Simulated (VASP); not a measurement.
The system is Al4BSbP2.

```xyz
8
Lattice="-2.8264 2.8264 5.5876 2.8264 -2.8264 5.5876 2.8264 2.8264 -5.5876" Properties=species:S:1:pos:R:3 pbc="T T T"
Al    1.4009    1.4009   -1.4620
Al   -1.4255    1.4255    7.0497
Al    1.4255    1.4255    4.1256
Al    1.4255   -1.4255    7.0497
B     0.0000    0.0000    5.5876
Sb    0.0000    0.0000    0.0000
P     0.0000    2.8264    2.7938
P     2.8264    0.0000    2.7938
```

The cell was generated, and may not be a known phase.

| Quantity | Value |
| --- | --- |
| Program | VASP 6.6.1 |
| Task | relaxation of cell and atoms |
| Functional | PBE |
| Potentials or basis | VASP PAW PBE potentials, release 64 (Al, B, Sb, P) |
| Cutoff | 600 eV |
| k mesh | 4 × 4 × 4 |
| Occupations | gaussian, width 0.2 eV |
| Spin | no spin polarisation |

At the start: pressure 1.1 GPa; volume 22.32 Å³/atom.

Task: How do energy, volume and symmetry change on relaxing?

Result: Over 9 steps the energy falls by 297.2 meV/atom and the volume is 20.87 Å³/atom (-6.5 %); space group I-42m (No. 121, to 0.1 Å) before and after.

The path:
| step | energy change (eV) | largest force (eV/Å) | pressure (GPa) | volume (Å³) |
| --- | --- | --- | --- | --- |
| 1 | 0.0000 | 2.7736 | 1.07 | 178.55 |
| 2 | -1.1865 | 1.6271 | -2.61 | 182.40 |
| 3 | -1.7440 | 0.8548 | -5.35 | 186.64 |
| 4 | -1.7831 | 0.7267 | -5.97 | 187.94 |
| 5 | -2.2757 | 0.5426 | 2.42 | 162.41 |
| 6 | -2.3229 | 0.5310 | 0.10 | 167.64 |
| 7 | -2.3697 | 0.1837 | -0.13 | 167.77 |
| 8 | -2.3747 | 0.1216 | -0.21 | 167.83 |
| 9 | -2.3776 | 0.0481 | 0.18 | 166.96 |

Final structure:
```yaml
crystal:
  lattice:
    - [-2.67361, 2.67361, 5.83916]
    - [2.67361, -2.67361, 5.83916]
    - [2.67361, 2.67361, -5.83916]
  atoms:
    - { symbol: Al, position: [0.16918, 0.16918, 0.59728] }
    - { symbol: Al, position: [0.83081, 0.42810, 0.00000] }
    - { symbol: Al, position: [0.57190, 0.57190, 0.40272] }
    - { symbol: Al, position: [0.42810, 0.83081, 0.00000] }
    - { symbol: B, position: [0.50000, 0.50000, 0.00000] }
    - { symbol: Sb, position: [0.00000, 0.00000, 0.00000] }
    - { symbol: P, position: [0.75000, 0.25000, 0.50000] }
    - { symbol: P, position: [0.25000, 0.75000, 0.50000] }
```

Caveat: the relaxation stopped at a loose force limit of 0.08 eV/Å, so its end isn't a converged minimum.
